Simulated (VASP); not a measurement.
# InP (F-43m) in VASP: a series of runs

The runs below take InP through single point, relaxation of cell and atoms, with PBE.

Program: VASP 6.6.1. These are calculated values, not measurements. Logs are shortened: lines on timing, memory, paths and dates and some standing lists are left out, and cuts for length are marked.

**1. The cell of the first run**

Symmetry: F-43m, No. 216, cubic system. The conventional cell has a = 5.954 Å, b = 5.954 Å, c = 5.954 Å, α = 90.00°, β = 90.00°, γ = 90.00°. In (site symmetry -43m) has 4 P at 2.58 Å within 3.4 Å. P (site symmetry -43m) has 4 In at 2.58 Å within 3.4 Å.

**2. Single point, PBE**

Contents of INCAR:

```
  ALGO = Normal
  EDIFF = 1E-6
  ENCUT = 520
  GGA = PE
  ISIF = 2
  ISMEAR = 0
  LASPH = True
  LCHARG = True
  LELF = True
  LREAL = False
  LVHAR = True
  LWAVE = False
  NBANDS = 16
  NELM = 100
  PREC = Accurate
  SIGMA = 0.1
```

Contents of KPOINTS:

```
k-points
0
Gamma
  6 6 6
```

Contents of POSCAR:

```
InP
1.0
    0.0000000000      2.9770665660      2.9770665660
    2.9770665660      0.0000000000      2.9770665660
    2.9770665660      2.9770665660      0.0000000000
In P
1 1
Direct
    0.0000000000      0.0000000000      0.0000000000
    0.7500000000      0.7500000000      0.7500000000
```

Potentials or basis: VASP PAW PBE potentials, release 64 (In_d, P).

On the command line:

```bash
cat potpaw_PBE.64/In_d/POTCAR potpaw_PBE.64/P/POTCAR > POTCAR
mpirun -np 1 vasp_std > vasp.out
```

OUTCAR:

```text
EDIFF = 1E-6
   ENCUT = 520
   GGA = PE
   ISIF = 2
   ISMEAR = 0
   LASPH = True
   LREAL = False
   NELM = 100
   PREC = Accurate

 ion  position               nearest neighbor table
   1  0.000  0.000  0.000-   2 2.58   2 2.58   2 2.58   2 2.58
   2  0.750  0.750  0.750-   1 2.58   1 2.58   1 2.58   1 2.58

  LATTYP: Found a face centered cubic cell.
 ALAT       =     5.9541331320

  Lattice vectors:

 A1 = (   0.0000000000,   2.9770665660,   2.9770665660)
 A2 = (   2.9770665660,   0.0000000000,   2.9770665660)
 A3 = (   2.9770665660,   2.9770665660,   0.0000000000)

Analysis of symmetry for initial positions (statically):
=====================================================================
 Subroutine PRICEL returns:
 Original cell was already a primitive cell.

 Routine SETGRP: Setting up the symmetry group for a
 face centered cubic supercell.

 Subroutine GETGRP returns: Found 24 space group operations
 (whereof 24 operations were pure point group operations)
 out of a pool of 48 trial point group operations.

The static configuration has the point symmetry T_d .

Analysis of symmetry for dynamics (positions and initial velocities):
=====================================================================
 Subroutine PRICEL returns:
 Original cell was already a primitive cell.

 Routine SETGRP: Setting up the symmetry group for a
 face centered cubic supercell.

 Subroutine GETGRP returns: Found 24 space group operations
 (whereof 24 operations were pure point group operations)
 out of a pool of 48 trial point group operations.

The dynamic configuration has the point symmetry T_d .

 Subroutine INISYM returns: Found 24 space group operations
 (whereof 24 operations are pure point group operations),
 and found     1 'primitive' translations

----------------------------------------------------------------------------------------

                                     Primitive cell

  volume of cell :      52.7710

  direct lattice vectors                    reciprocal lattice vectors
     0.000000000  2.977066566  2.977066566    -0.167950561  0.167950561  0.167950561
     2.977066566  0.000000000  2.977066566     0.167950561 -0.167950561  0.167950561
     2.977066566  2.977066566  0.000000000     0.167950561  0.167950561 -0.167950561

  length of vectors
     4.210207914  4.210207914  4.210207914     0.290898905  0.290898905  0.290898905

  position of ions in fractional coordinates (direct lattice)
     0.000000000  0.000000000  0.000000000
     0.750000000  0.750000000  0.750000000

  ion indices of the primitive-cell ions
   primitive index   ion index
                 1           1
                 2           2

----------------------------------------------------------------------------------------

 KPOINTS: k-points

Automatic generation of k-mesh.
 Grid dimensions read from file:
 generate k-points for:    6    6    6

 Generating k-lattice:

  Cartesian coordinates                     Fractional coordinates (reciprocal lattice)
    -0.027991760  0.027991760  0.027991760     0.166666667  0.000000000  0.000000000
     0.027991760 -0.027991760  0.027991760     0.000000000  0.166666667  0.000000000
     0.027991760  0.027991760 -0.027991760     0.000000000  0.000000000  0.166666667

  Length of vectors
     0.048483151  0.048483151  0.048483151

  Shift w.r.t. Gamma in fractional coordinates (k-lattice)
     0.000000000  0.000000000  0.000000000

 Subroutine IBZKPT returns following result:
 ===========================================

 Found     16 irreducible k-points:

 Following reciprocal coordinates:
            Coordinates               Weight
  0.000000  0.000000  0.000000      1.000000
  0.166667  0.000000  0.000000      8.000000
  0.333333  0.000000  0.000000      8.000000
  0.500000  0.000000  0.000000      4.000000
  0.166667  0.166667  0.000000      6.000000
  0.333333  0.166667  0.000000     24.000000
[... 8 lines left out ...]
 -0.333333  0.333333  0.166667     24.000000
 -0.333333  0.500000  0.166667     12.000000
   k-points           NKPTS =     16   k-points in BZ     NKDIM =     16   number of bands    NBANDS=     16
   number of dos      NEDOS =    301   number of ions     NIONS =      2
   total plane-waves  NPLWV =  32768
   dimension x,y,z NGX =    32 NGY =   32 NGZ =   32
   dimension x,y,z NGXF=    64 NGYF=   64 NGZF=   64
   ions per type =               1   1
   NGX,Y,Z   is equivalent  to a cutoff of  12.64, 12.64, 12.64 a.u.
   NGXF,Y,Z  is equivalent  to a cutoff of  25.27, 25.27, 25.27 a.u.
 SYSTEM =  unknown system
   PREC   = accura    normal or accurate (medium, high low for compatibility)
   ISTART =      0    job   : 0-new  1-cont  2-samecut
   ICHARG =      2    charge: 1-file 2-atom 10-const
   ISPIN  =      1    spin polarized calculation?
   LNONCOLLINEAR =      F non collinear calculations
   LSORBIT =      F    spin-orbit coupling
   LASPH  =      T    aspherical Exc in radial PAW
   ENCUT  =  520.0 eV  38.22 Ry    6.18 a.u.   7.83  7.83  7.83*2*pi/ulx,y,z
   NELM   =    100;   NELMIN=  2; NELMDL= -5     # of ELM steps
   EDIFF  = 0.1E-05   stopping-criterion for ELM
   LREAL  =      F    real-space projection
   EDIFFG = 0.1E-04   stopping-criterion for IOM
   NSW    =      0    number of steps for IOM
   IBRION =     -1    ionic relax: 0-MD 1-quasi-New 2-CG
   NFREE  =      0    steps in history (QN), initial steepest desc. (CG)
   ISIF   =      2    stress and relaxation
   ISYM   =      2    0-nonsym 1-usesym 2-fastsym
   POTIM  = 0.5000    time-step for ionic-motion
   TEBEG  =    0.0;   TEEND  =   0.0 temperature during run
   PSTRESS=    0.0 pullay stress
   NELECT =      18.0000    total number of electrons
   NUPDOWN=      -1.0000    fix difference up-down
   EMIN   =  10.00;   EMAX   =-10.00  energy-range for DOS
   EFERMI =   0.00;   METHOD = LEGACY
   ISMEAR =     0;   SIGMA  =   0.10  broadening in eV -4-tet -1-fermi 0-gaus
   EFERMI_NEDOS =   21; number of points for ismear=-14 and -15
   IALGO  =     38    algorithm
   IMIX   =      4    mixing-type and parameters
     AMIX     =   0.40;   BMIX     =  1.00
     AMIX_MAG =   1.60;   BMIX_MAG =  1.00
  volume/ion in A,a.u.               =      26.39       178.06
  Fermi-wavevector in a.u.,A,eV,Ry     =   1.143845  2.161553 17.801605  1.308381
  Thomas-Fermi vector in A             =   2.280539
   LORBIT       =      0    0 simple, 1 ext, 2 COOP (PROOUT), +10 PAW based schemes
   GGA     = PE    functional components
   LHFCALC =     F    Hartree Fock is set to
   AEXX    =    0.0000 exact exchange contribution
   IVDW    =     0    specifies the selected vdW correction
   LEPSILON=     F    determine dielectric tensor
   LRPA    =     F    only Hartree local field effects (RPA)
 non-spin polarized calculation
 Gauss-broadening in eV      SIGMA  =   0.10
  energy-cutoff  :      520.00
  volume of cell :       52.77
 maximum number of plane-waves:      1435
   NGX = 15   NGY = 15   NGZ = 15

 number of electron      18.0000005 magnetization

 Free energy of the ion-electron system (eV)
  ---------------------------------------------------
  ext. energy  EPLUGINS =         0.00000000
  ---------------------------------------------------
  free energy    TOTEN  =        -8.39538038 eV

  energy without entropy =       -8.39537488  energy(sigma->0) =       -8.39537763

 E-fermi :   4.9282     XC(G=0):  -9.0722

 val. band max:        4.6913483594   @ k =   0.0000   0.0000   0.0000
 cond. band min:       5.1426278856   @ k =   0.0000   0.0000   0.0000
 fundamental gap:      0.4512795262
 Fermi energy:         4.9282097590

 k-point     1 :       0.0000    0.0000    0.0000
  band No.  band energies     occupation
      1      -9.4166      2.00000
      2      -9.4166      2.00000
      3      -9.4166      2.00000
      4      -9.2872      2.00000
      5      -9.2872      2.00000
      6      -6.5133      2.00000
[... 8 lines left out ...]
     15      14.0610      0.00000
     16      14.0610      0.00000

 k-point     2 :       0.1667    0.0000    0.0000
  band No.  band energies     occupation
      1      -9.4424      2.00000
      2      -9.4060      2.00000
      3      -9.4060      2.00000
      4      -9.2868      2.00000
      5      -9.2868      2.00000
      6      -6.2234      2.00000
[... 8 lines left out ...]
     15      13.2677      0.00000
     16      14.0091      0.00000

 k-point     3 :       0.3333    0.0000    0.0000
  band No.  band energies     occupation
      1      -9.4911      2.00000
      2      -9.3892      2.00000
      3      -9.3892      2.00000
      4      -9.2812      2.00000
      5      -9.2812      2.00000
      6      -5.4804      2.00000
[... 8 lines left out ...]
     15      13.7158      0.00000
     16      13.7158      0.00000

 k-point     4 :       0.5000    0.0000    0.0000
  band No.  band energies     occupation
      1      -9.5144      2.00000
      2      -9.3835      2.00000
      3      -9.3835      2.00000
      4      -9.2757      2.00000
      5      -9.2757      2.00000
      6      -4.9398      2.00000
[... 8 lines left out ...]
     15      15.2153      0.00000
     16      15.2153      0.00000
[... 172 lines left out ...]
 k-point    14 :       0.5000    0.3333    0.1667
  band No.  band energies     occupation
      1      -9.5269      2.00000
      2      -9.3704      2.00000
      3      -9.3547      2.00000
      4      -9.3030      2.00000
      5      -9.2716      2.00000
      6      -4.9028      2.00000
[... 8 lines left out ...]
     15      15.5665      0.00000
     16      16.2300      0.00000

 k-point    15 :      -0.3333    0.3333    0.1667
  band No.  band energies     occupation
      1      -9.5351      2.00000
      2      -9.3709      2.00000
      3      -9.3455      2.00000
      4      -9.2984      2.00000
      5      -9.2756      2.00000
      6      -4.4753      2.00000
[... 8 lines left out ...]
     15      15.5890      0.00000
     16      16.0535      0.00000

 k-point    16 :      -0.3333    0.5000    0.1667
  band No.  band energies     occupation
      1      -9.5522      2.00000
      2      -9.3555      2.00000
      3      -9.3342      2.00000
      4      -9.3106      2.00000
      5      -9.2685      2.00000
      6      -4.2909      2.00000
[... 8 lines left out ...]
     15      15.7710      0.00000
     16      16.4471      0.00000

------------------------ aborting loop because EDIFF is reached ----------------------------------------

  FORCE on cell =-STRESS in cart. coord.  units (eV):
  Direction    XX          YY          ZZ          XY          YZ          ZX
  --------------------------------------------------------------------------------------
  -------------------------------------------------------------------------------------
  Total        0.0302224      0.0302224      0.0302224      0.0000000     -0.0000000      0.0000000
  in kB        0.9175810      0.9175810      0.9175810      0.0000000     -0.0000000      0.0000000
  external PRESSURE =       0.9175810 kB  Pullay stress =       0.0000000 kB

 VOLUME and BASIS-vectors are now :
 -----------------------------------------------------------------------------
  energy-cutoff  :      520.00
  volume of cell :       52.77
      direct lattice vectors                 reciprocal lattice vectors
     0.000000000  2.977066566  2.977066566    -0.167950561  0.167950561  0.167950561
     2.977066566  0.000000000  2.977066566     0.167950561 -0.167950561  0.167950561
     2.977066566  2.977066566  0.000000000     0.167950561  0.167950561 -0.167950561

 POSITION                                       TOTAL-FORCE (eV/Angst)
 -----------------------------------------------------------------------------------
      0.00000      0.00000      0.00000        -0.000000     -0.000000     -0.000000
      4.46560      4.46560      4.46560         0.000000      0.000000      0.000000
 -----------------------------------------------------------------------------------
    total drift:                                0.000000      0.000000      0.000000

  FREE ENERGIE OF THE ION-ELECTRON SYSTEM (eV)
  ---------------------------------------------------
  free  energy   TOTEN  =        -8.3953803846 eV

  energy  without entropy=       -8.3953748847  energy(sigma->0) =       -8.39537763
```

It took 14 s on 1 thread of Intel Xeon 6975P-C (Granite Rapids), shared host; peak memory 0.17 GiB.

Results:

```
Free energy            : -8.3954 eV
Pressure               : 0.1 GPa
Band gap on the k mesh : 0.45 eV, direct
```

Caveat: spin-orbit coupling is left out, which moves the levels of the heavy elements. A hybrid or GW would open this gap; PBE tends to underestimate it.

**3. Relaxation of cell and atoms, PBE**

This run uses another cell than the first one, of 17.73 Å³/atom, 0.672 times its volume.

Contents of INCAR:

```
SYSTEM = InP
PREC     = Accurate       ! precision mode
ENCUT    = 600            ! plane-wave cutoff, eV
EDIFF    = 1E-6           ! SCF threshold, eV
ISMEAR   = 0              ! smearing method
SIGMA    = 0.1            ! smearing width, eV
LREAL    = .FALSE.        ! projectors in reciprocal space
LASPH    = .TRUE.         ! aspherical terms in the spheres
NELM     = 60             ! most SCF steps
ALGO     = Normal         ! electronic algorithm
ISIF     = 3              ! what is computed and relaxed
LWAVE    = .FALSE.        ! write WAVECAR
LCHARG   = .FALSE.        ! write CHGCAR
GGA      = PE             ! functional
IBRION   = 2              ! ionic algorithm
NSW      = 80             ! ionic steps
EDIFFG   = -0.05          ! ionic threshold
```

Contents of KPOINTS:

```
Automatic mesh
0
G
  6 6 6
  0 0 0
```

Contents of POSCAR:

```
InP
1.0
    0.0000000000      2.6074772671      2.6074772671
    2.6074772671      0.0000000000      2.6074772671
    2.6074772671      2.6074772671      0.0000000000
In P
1 1
Direct
    0.0000000000      0.0000000000      0.0000000000
    0.7500000000      0.7500000000      0.7500000000
```

Potentials or basis: VASP PAW PBE potentials, release 64 (In_d, P).

On the command line:

```bash
cat potpaw_PBE.64/In_d/POTCAR potpaw_PBE.64/P/POTCAR > POTCAR
mpirun -np 1 vasp_std > vasp.out
```

It took 52 s on 1 thread of Intel Xeon 6975P-C (Granite Rapids), shared host; peak memory 0.17 GiB.

Results (log left out):

```
Free energy                            : -8.3911 eV
Relaxed volume                         : 26.43 Å³/atom
Relaxed cell                           : a = 4.213 Å, b = 4.213 Å, c = 4.213 Å, α = 60.00°, β = 60.00°, γ = 60.00°
Space group after relaxing (to 0.05 Å) : F-43m (No. 216)
Energy gained by relaxing              : 1108.8 meV/atom
Ionic steps                            : 5
Pressure after relaxing                : 0.0 GPa
Band gap on the k mesh                 : 0.44 eV, direct
```

Step by step:
```csv
step,energy change (eV),largest force (eV/Å),pressure (GPa),volume (Å³)
1,0.0000,0.0000,58.51,35.46
2,-1.0675,0.0000,-9.00,80.13
3,-2.2148,0.0000,-0.95,53.80
4,-2.2171,0.0000,-0.45,53.30
5,-2.2177,0.0000,0.02,52.87
```

Final structure:
```cif
data_structure
_symmetry_space_group_name_H-M 'P 1'
_symmetry_Int_Tables_number 1
_cell_length_a 4.2128
_cell_length_b 4.2128
_cell_length_c 4.2128
_cell_angle_alpha 60.000
_cell_angle_beta 60.000
_cell_angle_gamma 60.000
_cell_volume 52.87
loop_
_atom_site_label
_atom_site_type_symbol
_atom_site_fract_x
_atom_site_fract_y
_atom_site_fract_z
_atom_site_occupancy
In1 In 0.00000 0.00000 0.00000 1
P1 P 0.75000 0.75000 0.75000 1
```

Levels at points of the mesh, in eV from the valence-band top:
| k point | band 5 | band 6 | band 7 | band 8 | band 9 | band 10 | band 11 | band 12 | band 13 |
| --- | --- | --- | --- | --- | --- | --- | --- | --- | --- |
| (0.00, 0.00, 0.00) | -13.98 | -11.19 | 0.00 | 0.00 | 0.00 | 0.44 | 4.08 | 4.08 | 4.08 |
| (0.50, 0.00, 0.00) | -13.97 | -9.63 | -5.48 | -0.90 | -0.90 | 1.38 | 4.80 | 4.80 | 6.99 |
| (0.50, 0.50, 0.00) | -13.95 | -9.03 | -5.55 | -2.16 | -2.16 | 1.84 | 2.26 | 8.91 | 9.26 |

Caveat: the volume moved by over 15 % at a fixed basis, so the end points are rough; spin-orbit coupling is left out, which moves the levels of the heavy elements.
